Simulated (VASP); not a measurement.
In3GaP4: relaxation of volume and atoms at fixed shape with PBEsol

The system is In3GaP4.

```
CELL_PARAMETERS angstrom
11.53626 0.00000 0.00000
0.00000 11.53626 0.00000
0.00000 0.00000 11.53626
ATOMIC_POSITIONS crystal
In 0.99941 0.00154 0.00091
In 0.00138 0.99979 0.50183
In 0.00188 0.49900 0.99903
In 0.00287 0.49933 0.49950
In 0.50255 0.99801 0.99642
In 0.50154 0.49949 0.00079
In 0.50099 0.49778 0.49798
In 0.24940 0.24639 0.00028
In 0.24954 0.25118 0.50193
In 0.24851 0.75134 0.00030
In 0.75099 0.24971 0.99826
In 0.74753 0.24954 0.49860
In 0.74792 0.74888 0.50146
In 0.24962 0.00239 0.25292
In 0.24965 0.99676 0.75056
In 0.74884 0.99658 0.24806
In 0.75035 0.00205 0.75204
In 0.74929 0.49927 0.25256
In 0.74830 0.50189 0.74691
In 0.00064 0.25168 0.25085
In 0.99960 0.25159 0.75150
In 0.99949 0.75260 0.74747
In 0.50017 0.24813 0.25117
In 0.49897 0.75248 0.24998
Ga 0.49805 0.99934 0.50302
Ga 0.24952 0.74559 0.50157
Ga 0.74998 0.74707 0.99735
Ga 0.24823 0.50009 0.25159
Ga 0.25057 0.50034 0.74799
Ga 0.99836 0.75328 0.24859
Ga 0.49914 0.25165 0.74852
Ga 0.50205 0.75127 0.74893
P 0.12540 0.12751 0.12502
P 0.12383 0.12427 0.62286
P 0.12654 0.62699 0.12362
P 0.12795 0.62551 0.62600
P 0.62591 0.12171 0.12537
P 0.62429 0.12367 0.62578
P 0.62576 0.62577 0.12266
P 0.62392 0.62770 0.62556
P 0.37227 0.37520 0.12634
P 0.37358 0.37540 0.62570
P 0.37672 0.87552 0.12365
P 0.37492 0.87530 0.62526
P 0.87395 0.37659 0.12324
P 0.87432 0.37696 0.62369
P 0.87670 0.87735 0.12514
P 0.87271 0.87593 0.62364
P 0.37756 0.12773 0.37498
P 0.37411 0.12311 0.87320
P 0.37644 0.62513 0.37344
P 0.37339 0.62768 0.87729
P 0.87489 0.12466 0.37577
P 0.87309 0.12221 0.87393
P 0.87661 0.62319 0.37423
P 0.87272 0.62583 0.87532
P 0.12793 0.37518 0.37189
P 0.12650 0.37578 0.87402
P 0.12956 0.87472 0.37424
P 0.12361 0.87656 0.87485
P 0.62353 0.37309 0.37645
P 0.62281 0.37316 0.87289
P 0.62627 0.87279 0.37395
P 0.62565 0.87578 0.87279
```

* Program: VASP 6.6.1
* Task: relaxation of volume and atoms at fixed shape
* Functional: PBEsol
* Potentials or basis: VASP PAW PBE potentials, release 64 (In_d, Ga_d, P)
* Cutoff: 500 eV
* k mesh: 1 × 1 × 1, shifted
* Occupations: fermi-dirac, width 0.05 eV
* Spin: no spin polarisation
* Dipole correction: no
* Further INCAR settings: LREAL = Auto; ALGO = Normal; EDIFF = 1e-07; ISYM = -1; IBRION = 2; EDIFFG = -0.03; NSW = 100; ISIF = 8

* Relaxed volume: 23.98 Å³/atom
* Relaxed cell: a = 11.535 Å, b = 11.535 Å, c = 11.535 Å, α = 90.00°, β = 90.00°, γ = 90.00°
* Space group after relaxing (to 0.1 Å): P1 (No. 1)
* Energy gained by relaxing: 37.3 meV/atom
* Ionic steps: 14
* Pressure after relaxing: 0.0 GPa
* Largest force after relaxing: 0.028 eV/Å
* Band gap on the k mesh: 1.65 eV

Forces in eV/Å, atoms in the order of the input:
```
In  -0.012  0.002  0.005
In  -0.008  0.001 -0.006
In  -0.011 -0.003  0.016
In   0.001 -0.003 -0.004
In   0.010  0.010 -0.003
In   0.006 -0.004 -0.001
In   0.001 -0.004  0.010
In  -0.001  0.024  0.002
In  -0.004 -0.005 -0.001
In   0.002 -0.015 -0.008
In   0.005 -0.012 -0.004
In   0.001  0.001  0.009
In   0.009  0.021  0.000
In  -0.016 -0.007 -0.012
In   0.012  0.018 -0.011
In   0.012  0.016 -0.007
In  -0.008 -0.001  0.013
In   0.014 -0.008 -0.021
In   0.009 -0.015  0.011
In   0.011 -0.013 -0.013
In  -0.003 -0.002  0.007
In   0.007 -0.003  0.019
In   0.005  0.010  0.006
In   0.011  0.000  0.006
Ga  -0.003  0.011  0.002
Ga  -0.011  0.005 -0.008
Ga  -0.007  0.011 -0.001
Ga  -0.009 -0.007  0.003
Ga  -0.005 -0.016 -0.010
Ga  -0.012  0.003 -0.005
Ga   0.008 -0.016  0.001
Ga   0.006  0.009 -0.011
P   -0.005 -0.001 -0.013
P   -0.004 -0.008 -0.002
P    0.007 -0.008  0.000
P   -0.002 -0.004  0.000
P   -0.005  0.005 -0.001
P   -0.003  0.005 -0.009
P    0.011 -0.005 -0.002
P    0.015 -0.001 -0.001
P    0.009  0.001  0.008
P    0.003 -0.010  0.000
P    0.001  0.007  0.000
P    0.006  0.022 -0.008
P   -0.003 -0.022  0.001
P    0.003 -0.014  0.011
P   -0.004  0.001 -0.003
P    0.003  0.001  0.011
P   -0.009 -0.006 -0.011
P   -0.006  0.003  0.012
P   -0.005 -0.007 -0.002
P   -0.003 -0.015 -0.004
P   -0.002  0.008  0.004
P    0.008  0.007  0.002
P   -0.019  0.001  0.012
P   -0.004  0.004  0.000
P   -0.011  0.000  0.004
P   -0.012 -0.005 -0.003
P   -0.019  0.020  0.003
P    0.003  0.006  0.010
P    0.015  0.003 -0.008
P    0.014 -0.010  0.004
P    0.009  0.009 -0.003
P   -0.009  0.005  0.004
```

Stress tensor (GPa, compression positive):
```
-0.02 -0.44 -0.49
-0.44 -0.03 -0.45
-0.49 -0.45 -0.02
```

The path:
```tsv
step	energy change (eV)	largest force (eV/Å)	pressure (GPa)	volume (Å³)
1	0.0000	1.6925	0.73	1535.31
2	-1.4458	0.8814	-0.76	1559.57
3	-1.6801	0.5692	-1.47	1574.06
4	-2.1173	0.5344	0.47	1526.41
5	-2.1174	0.5335	0.50	1525.69
6	-2.2905	0.1928	0.17	1531.15
7	-2.3191	0.2337	0.00	1534.37
8	-2.3576	0.0944	-0.05	1535.26
9	-2.3652	0.1279	-0.08	1535.86
10	-2.3756	0.0579	0.08	1532.42
11	-2.3767	0.0542	0.16	1530.80
12	-2.3818	0.0579	-0.08	1535.98
13	-2.3819	0.0557	-0.05	1535.33
14	-2.3851	0.0279	-0.02	1534.64
```

Final structure:
```xyz
64
Lattice="11.5346 0.0000 0.0000 0.0000 11.5346 0.0000 0.0000 0.0000 11.5346" Properties=species:S:1:pos:R:3 pbc="T T T"
In   11.5145   11.4881    0.0348
In    0.0362   11.4765    5.7369
In    0.0392    5.8307    0.0175
In    0.0866    5.8272    5.7503
In    5.7997   11.5018   11.4681
In    5.7389    5.7995   11.4852
In    5.6945    5.7903    5.8053
In    2.9192    2.9422   11.5082
In    2.9417    2.9152    5.7974
In    2.8859    8.6085   11.5314
In    8.6156    2.8884   11.5001
In    8.5960    2.8560    5.7932
In    8.6182    8.6710    5.7641
In    2.8885   11.4933    2.9452
In    2.9527   11.5058    8.5984
In    8.6520   11.4745    2.8811
In    8.5713   11.5127    8.6492
In    8.6756    5.8261    2.8643
In    8.5964    5.7916    8.6697
In    0.0256    2.9168    2.8883
In    0.0285    2.9297    8.6491
In    0.0280    8.6285    8.6407
In    5.7353    2.8868    2.9093
In    5.7376    8.6588    2.9025
Ga    5.7340   11.4952    5.8212
Ga    2.9157    8.6018    5.7579
Ga    8.6487    8.6313   11.5258
Ga    2.8618    5.8199    2.9068
Ga    2.9463    5.8076    8.6312
Ga    0.0260    8.6166    2.8889
Ga    5.7225    2.8778    8.6208
Ga    5.7386    8.6388    8.6115
P     1.4717    1.4363    1.4396
P     1.4507    1.4347    7.1858
P     1.4598    7.2218    1.5891
P     1.6265    7.2181    7.2226
P     7.1969    1.4234    1.4362
P     7.0154    1.4225    7.2165
P     7.2499    7.2920    1.3625
P     7.1199    7.2835    7.2578
P     4.2516    4.4532    1.5306
P     4.3266    4.3383    7.3672
P     4.3206   10.1011    1.4109
P     4.3881    9.9859    7.1175
P    10.0922    4.3329    1.4049
P    10.0877    4.3757    7.1798
P    10.0899    9.9076    1.4495
P    10.0848   10.0912    7.2117
P     4.3961    1.3515    4.4367
P     4.4027    1.5049   10.0116
P     4.1895    7.1964    4.3136
P     4.3182    7.2342    9.9331
P    10.0989    1.4281    4.3213
P    10.0872    1.4252   10.0757
P    10.1667    7.3024    4.2789
P    10.0283    7.2727   10.1565
P     1.5547    4.3934    4.2632
P     1.5349    4.4714   10.0090
P     1.4544    9.9008    4.3330
P     1.4664   10.0968   10.0840
P     7.1946    4.3784    4.3331
P     7.0917    4.2339    9.9962
P     7.1082   10.1718    4.4120
P     7.1937    9.9026   10.0700
```

Levels at points of the mesh, in eV from the valence-band top:
| k point | band 285 | band 286 | band 287 | band 288 | band 289 | band 290 | band 291 | band 292 |
| --- | --- | --- | --- | --- | --- | --- | --- | --- |
| (0.25, 0.25, 0.25) | -0.42 | -0.36 | -0.01 | 0.00 | 1.65 | 1.83 | 2.06 | 2.07 |

Run time: 42 min on 4 MPI ranks on Intel(R) Xeon(R) 6975P-C (Granite Rapids) (shared host), peak memory 0.55 GiB a rank.

Caveat: the PAW data sets were made with another functional, which shifts forces and pressure a little; spin-orbit coupling is left out, which moves the levels of the heavy elements; a shifted mesh leaves out Γ, where band edges can lie. A k mesh can miss the band edges.
